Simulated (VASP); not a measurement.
Wanted: the native input for a VASP 6.6.1 run.

```yaml
Task: single point
Functional: PBEsol
Potentials_or_basis: VASP PAW PBE potentials, release 64 (Pd)
Cutoff: 520 eV
k_mesh: 8 × 8 × 8
Occupations: gaussian, width 0.1 eV
Spin: no spin polarisation
Dipole_correction: no
Further_INCAR_settings: ALGO = Normal; EDIFF = 1e-06; NBANDS = 11
```

The structure of Pd lies in POSCAR:

```
Pd
1.0
   -1.5668632857      1.5668632857      1.5668632857
    1.5668632857     -1.5668632857      1.5668632857
    1.5668632857      1.5668632857     -1.5668632857
Pd
1
Direct
    0.0000000000      0.0000000000      0.0000000000
```

This isn't the form of Pd at room conditions, which is fcc.

The input as run:

INCAR

```
SYSTEM = Pd
ALGO = Normal ; EDIFF = 1E-6
ENCUT = 520 ; GGA = PS
ISIF = 2 ; ISMEAR = 0
LASPH = .True. ; LCHARG = .False.
LREAL = .False. ; LWAVE = .False.
NBANDS = 11 ; NELM = 60
PREC = Accurate ; SIGMA = 0.1
```

KPOINTS

```
k-points
0
Gamma
  8 8 8
  0 0 0
```

Potentials or basis: VASP PAW PBE potentials, release 64 (Pd).

Run with:

```sh
$ cat potpaw_PBE.64/Pd/POTCAR > POTCAR
$ mpirun -np 1 vasp_std > vasp.out
```

Results of the run:

```json
{
  "Pressure": "-8.3 GPa",
  "Band gap on the k mesh": "zero (bands 5 and 6 overlap by 1.45 eV)"
}
```

Caveat: the cell stands under tension; the PAW data sets were made with another functional, which shifts forces and pressure a little.

Run time: 6.3 s on 1 thread of Intel Xeon 8259CL, with other jobs on the host, peak memory 0.12 GiB.
